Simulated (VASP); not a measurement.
# Mg3Sb2 (P-3m1) in VASP: single point with PBE

Aim: the single point of Mg3Sb2 with PBE.

All numbers are computed with VASP 6.6.1; they aren't measurements. Logs are shortened: lines on timing, memory, paths and dates and some standing lists are left out, and cuts for length are marked.

## Step 1: The cell of the first run

It takes space group P-3m1 (No. 164, trigonal). The conventional cell has a = 4.570 Å, b = 4.570 Å, c = 7.240 Å, α = 90.00°, β = 90.00°, γ = 120.00°. Mg (site symmetry -3m) has 6 Sb at 3.12 Å and 6 Mg at 3.74 Å within 4.1 Å. Mg (site symmetry 3m) has 4 Sb at 2.82 to 2.93 Å and 6 Mg at 3.27 to 3.74 Å within 3.8 Å. Sb (site symmetry 3m) has 7 Mg at 2.82 to 3.12 Å within 3.7 Å.

## Step 2: Single point, PBE, non-collinear spin, zero start, spin-orbit coupling

File INCAR:

```
  PREC = Accurate
  ENCUT = 750
  EDIFF = 1E-6
  ISMEAR = -1
  SIGMA = 0.02
  LREAL = F
  LASPH = T
  NELM = 200
  ALGO = Normal
  ISIF = 2
  LWAVE = F
  LCHARG = T
  LNONCOLLINEAR = T
  MAGMOM = 0 0 0 0 0 0 0 0 0 0 0 0 0 0 0
  LORBIT = 11
  LSORBIT = T
  GGA_COMPAT = F
  LORBMOM = T
  GGA = PE
  LVHAR = T
  NBANDS = 75
```

File KPOINTS:

```
Automatic mesh
0
Gamma
  6 6 4
```

File POSCAR:

```
Mg3Sb2
1.0
    4.5696544430      0.0000000000      0.0000000000
   -2.2848272215      3.9574368341      0.0000000000
    0.0000000000      0.0000000000      7.2399368141
Mg Sb
3 2
Direct
    0.0000000000      0.0000000000      0.0000000000
    0.3333333333      0.6666666667      0.6336548727
    0.6666666667      0.3333333333      0.3663451273
    0.3333333333      0.6666666667      0.2287526248
    0.6666666667      0.3333333333      0.7712473752
```

Potentials or basis: VASP PAW PBE potentials, release 64 (Mg_sv, Sb_d_GW).

Launch:

```
cat potpaw_PBE.64/Mg_sv/POTCAR potpaw_PBE.64/Sb_d_GW/POTCAR > POTCAR
mpirun -np 1 vasp_ncl > vasp.out
```

OUTCAR:

```text
PREC = Accurate
   ENCUT = 750
   EDIFF = 1E-6
   ISMEAR = -1
   LREAL = F
   LASPH = T
   NELM = 200
   ISIF = 2
   LNONCOLLINEAR = T
   LORBIT = 11
   LSORBIT = T
   GGA = PE

 ion  position               nearest neighbor table
   1  0.000  0.000  0.000-
   2  0.333  0.667  0.634-   5 2.82   5 2.82   5 2.82
   3  0.667  0.333  0.366-   4 2.82   4 2.82   4 2.82
   4  0.333  0.667  0.229-   3 2.82   3 2.82   3 2.82
   5  0.667  0.333  0.771-   2 2.82   2 2.82   2 2.82

  LATTYP: Found a hexagonal cell.
 ALAT       =     4.5696544430
 C/A-ratio  =     1.5843510498

  Lattice vectors:

 A1 = (   4.5696544430,   0.0000000000,   0.0000000000)
 A2 = (  -2.2848272215,   3.9574368341,   0.0000000000)
 A3 = (   0.0000000000,   0.0000000000,   7.2399368141)

Analysis of symmetry for initial positions (statically):
=====================================================================
 Subroutine PRICEL returns:
 Original cell was already a primitive cell.

 Routine SETGRP: Setting up the symmetry group for a
 hexagonal supercell.

 Subroutine GETGRP returns: Found 12 space group operations
 (whereof 12 operations were pure point group operations)
 out of a pool of 24 trial point group operations.

The static configuration has the point symmetry D_3d.

Analysis of symmetry for dynamics (positions and initial velocities):
=====================================================================
 Subroutine PRICEL returns:
 Original cell was already a primitive cell.

 Routine SETGRP: Setting up the symmetry group for a
 hexagonal supercell.

 Subroutine GETGRP returns: Found 12 space group operations
 (whereof 12 operations were pure point group operations)
 out of a pool of 24 trial point group operations.

The dynamic configuration has the point symmetry D_3d.

Analysis of structural, dynamic, and magnetic symmetry:
=====================================================================
 Subroutine PRICEL returns:
 Original cell was already a primitive cell.

 Routine SETGRP: Setting up the symmetry group for a
 hexagonal supercell.

 Subroutine GETGRP returns: Found 12 space group operations
 (whereof 12 operations were pure point group operations)
 out of a pool of 24 trial point group operations.

The overall configuration has the point symmetry D_3d.

 Subroutine INISYM returns: Found 12 space group operations
 (whereof 12 operations are pure point group operations),
 and found     1 'primitive' translations

----------------------------------------------------------------------------------------

                                     Primitive cell

  volume of cell :     130.9279

  direct lattice vectors                    reciprocal lattice vectors
     4.569654443  0.000000000  0.000000000     0.218834928  0.126344404  0.000000000
    -2.284827222  3.957436834  0.000000000     0.000000000  0.252688809  0.000000000
     0.000000000  0.000000000  7.239936814     0.000000000  0.000000000  0.138122752

  length of vectors
     4.569654443  4.569654443  7.239936814     0.252688809  0.252688809  0.138122752

  position of ions in fractional coordinates (direct lattice)
     0.000000000  0.000000000  0.000000000
     0.333333333  0.666666667  0.633654873
     0.666666667  0.333333333  0.366345127
     0.333333333  0.666666667  0.228752625
     0.666666667  0.333333333  0.771247375

  ion indices of the primitive-cell ions
   primitive index   ion index
                 1           1
                 2           2
                 3           3
                 4           4
                 5           5
[... 128 lines left out ...]
 fundamental gap:      0.1523725151
 Fermi energy:         3.6500239345

 k-point     1 :       0.0000    0.0000    0.0000
  band No.  band energies     occupation
      1     -73.4807      1.00000
      2     -73.4807      1.00000
      3     -72.7809      1.00000
      4     -72.7809      1.00000
      5     -72.7798      1.00000
      6     -72.7798      1.00000
[... 1789 lines left out ...]
     71       8.5744      0.00000
     72       8.5944      0.00000
 [bands above 72 left out]

------------------------ aborting loop because EDIFF is reached ----------------------------------------

  FORCE on cell =-STRESS in cart. coord.  units (eV):
  Direction    XX          YY          ZZ          XY          YZ          ZX
  --------------------------------------------------------------------------------------
  -------------------------------------------------------------------------------------
  Total        0.4845776      0.4845776      0.2898614      0.0000000      0.0000000      0.0000000
  in kB        5.9298240      5.9298240      3.5470619      0.0000000      0.0000000      0.0000000
  external PRESSURE =       5.1355700 kB  Pullay stress =       0.0000000 kB

 VOLUME and BASIS-vectors are now :
 -----------------------------------------------------------------------------
  energy-cutoff  :      750.00
  volume of cell :      130.93
      direct lattice vectors                 reciprocal lattice vectors
     4.569654443  0.000000000  0.000000000     0.218834928  0.126344404  0.000000000
    -2.284827222  3.957436834  0.000000000     0.000000000  0.252688809  0.000000000
     0.000000000  0.000000000  7.239936814     0.000000000  0.000000000  0.138122752

 POSITION                                       TOTAL-FORCE (eV/Angst)
 -----------------------------------------------------------------------------------
      0.00000      0.00000      0.00000        -0.000000      0.000000      0.000000
     -0.00000      2.63829      4.58762         0.000000     -0.000000     -0.026597
      2.28483      1.31915      2.65232         0.000000      0.000000      0.026597
     -0.00000      2.63829      1.65615        -0.000000      0.000000     -0.161738
      2.28483      1.31915      5.58378        -0.000000     -0.000000      0.161738
 -----------------------------------------------------------------------------------
    total drift:                               -0.000000      0.000000      0.000000

  FREE ENERGIE OF THE ION-ELECTRON SYSTEM (eV)
  ---------------------------------------------------
  free  energy   TOTEN  =       -14.9665632556 eV

  energy  without entropy=      -14.9664719231  energy(sigma->0) =      -14.96651759

 orbital moment (x)

 # of ion     p       d       f       tot
 ------------------------------------------------
  1         0.000  -0.000   0.000  -0.000
  2        -0.000  -0.000   0.000  -0.000
  3        -0.000  -0.000   0.000  -0.000
  4         0.000  -0.000  -0.000  -0.000
  5         0.000  -0.000  -0.000  -0.000
 ------------------------------------------------
            0.000  -0.000  -0.000  -0.000

 orbital moment (y)

 # of ion     p       d       f       tot
 ------------------------------------------------
  1         0.000   0.000   0.000   0.000
  2        -0.000   0.000   0.000   0.000
  3        -0.000  -0.000   0.000  -0.000
  4        -0.000   0.000  -0.000   0.000
  5         0.000   0.000   0.000   0.000
 ------------------------------------------------
           -0.000   0.000   0.000   0.000

 orbital moment (z)

 # of ion     p       d       f       tot
 ------------------------------------------------
  1         0.000   0.000   0.000   0.000
  2         0.000   0.000   0.000   0.000
  3         0.000   0.000   0.000   0.000
  4         0.000   0.000   0.000   0.000
  5         0.000   0.000  -0.000  -0.000
 ------------------------------------------------
            0.000   0.000   0.000   0.000

 Spin-Orbit-Coupling matrix elements

 Ion:    1  E_soc:     -0.0013923
 l=   1
     0.0000000    -0.0002320    -0.0002319
    -0.0002320     0.0000000    -0.0002320
    -0.0002319    -0.0002320     0.0000000
 l=   2
     0.0000000    -0.0000000     0.0000000    -0.0000000    -0.0000000
    -0.0000000     0.0000000    -0.0000000    -0.0000000    -0.0000000
     0.0000000    -0.0000000     0.0000000    -0.0000000     0.0000000
    -0.0000000    -0.0000000    -0.0000000     0.0000000    -0.0000000
    -0.0000000    -0.0000000     0.0000000    -0.0000000     0.0000000
 l=   3
     0.0000000     0.0000000     0.0000000     0.0000000     0.0000000     0.0000000     0.0000000
     0.0000000     0.0000000     0.0000000     0.0000000     0.0000000     0.0000000     0.0000000
     0.0000000     0.0000000     0.0000000     0.0000000     0.0000000     0.0000000     0.0000000
     0.0000000     0.0000000     0.0000000     0.0000000     0.0000000     0.0000000     0.0000000
[... 69 lines left out ...]
 l=   2
     0.0000000    -0.0028316     0.0000000    -0.0028316    -0.0113283
    -0.0028316     0.0000000    -0.0084788    -0.0028317    -0.0028316
     0.0000000    -0.0084788     0.0000000    -0.0084788     0.0000000
    -0.0028316    -0.0028317    -0.0084788     0.0000000    -0.0028316
    -0.0113283    -0.0028316     0.0000000    -0.0028316     0.0000000
 l=   3
     0.0000000    -0.0000000     0.0000000     0.0000000     0.0000000    -0.0000000    -0.0000000
    -0.0000000     0.0000000    -0.0000000     0.0000000    -0.0000000    -0.0000000    -0.0000000
     0.0000000    -0.0000000     0.0000000    -0.0000000    -0.0000000    -0.0000000     0.0000000
     0.0000000     0.0000000    -0.0000000     0.0000000    -0.0000000     0.0000000     0.0000000
     0.0000000    -0.0000000    -0.0000000    -0.0000000     0.0000000    -0.0000000     0.0000000
    -0.0000000    -0.0000000    -0.0000000     0.0000000    -0.0000000     0.0000000    -0.0000000
    -0.0000000    -0.0000000     0.0000000     0.0000000     0.0000000    -0.0000000     0.0000000

 total charge

# of ion       s       p       d       f       tot
--------------------------------------------------
    1        2.079   5.973   0.010   0.000   8.062
    2        2.098   5.991   0.012   0.000   8.101
    3        2.098   5.991   0.012   0.000   8.101
    4        1.227   1.681   9.954   0.002  12.865
    5        1.227   1.681   9.954   0.002  12.865
--------------------------------------------------
tot          8.728  21.319  19.943   0.004  49.994

 magnetization (x)

# of ion       s       p       d       f       tot
--------------------------------------------------
    1        0.000   0.000  -0.000   0.000  -0.000
    2        0.000   0.000   0.000   0.000   0.000
    3        0.000   0.000  -0.000   0.000  -0.000
    4       -0.000   0.000  -0.000   0.000  -0.000
    5       -0.000   0.000  -0.000   0.000  -0.000
--------------------------------------------------
tot         -0.000   0.000  -0.000   0.000  -0.000

 magnetization (y)

# of ion       s       p       d       f       tot
--------------------------------------------------
    1        0.000   0.000  -0.000   0.000  -0.000
    2        0.000   0.000   0.000   0.000   0.000
    3       -0.000  -0.000   0.000   0.000  -0.000
    4        0.000   0.000   0.000  -0.000   0.000
    5        0.000   0.000  -0.000  -0.000   0.000
--------------------------------------------------
tot          0.000  -0.000  -0.000  -0.000   0.000

 magnetization (z)

# of ion       s       p       d       f       tot
--------------------------------------------------
    1        0.000   0.000  -0.000   0.000  -0.000
    2        0.000   0.000   0.000   0.000   0.000
    3        0.000   0.000   0.000   0.000   0.000
    4        0.000   0.000   0.000   0.000   0.000
    5        0.000   0.000   0.000   0.000   0.000
--------------------------------------------------
tot          0.000   0.000  -0.000   0.000  -0.000
```

Wall time 28 min (1 thread of Intel Xeon Platinum 8559C (Emerald Rapids), shared host); peak memory 1.2 GiB.

What came out:

| Property | Result |
| --- | --- |
| Free energy | -14.9666 eV |
| Pressure | 0.5 GPa |
| Largest force | 0.162 eV/Å |
| Net moment | 0.00 μB per cell |
| Valence electrons inside the program's atomic spheres | Mg 8.06, 8.10 (each value once); Sb 12.87 |

Forces in eV/Å, atoms in the order of the input:
```
Mg   0.000  0.000  0.000
Mg   0.000  0.000 -0.027
Mg   0.000  0.000  0.027
Sb   0.000  0.000 -0.162
Sb   0.000  0.000  0.162
```

Stress tensor (GPa, compression positive):
```
0.59 0.00 0.00
0.00 0.59 0.00
0.00 0.00 0.35
```

Moments on the atoms (μB; x, y, z):
```
Mg  0.00 0.00 0.00
Mg  0.00 0.00 0.00
Mg  0.00 0.00 0.00
Sb  0.00 0.00 0.00
Sb  0.00 0.00 0.00
```
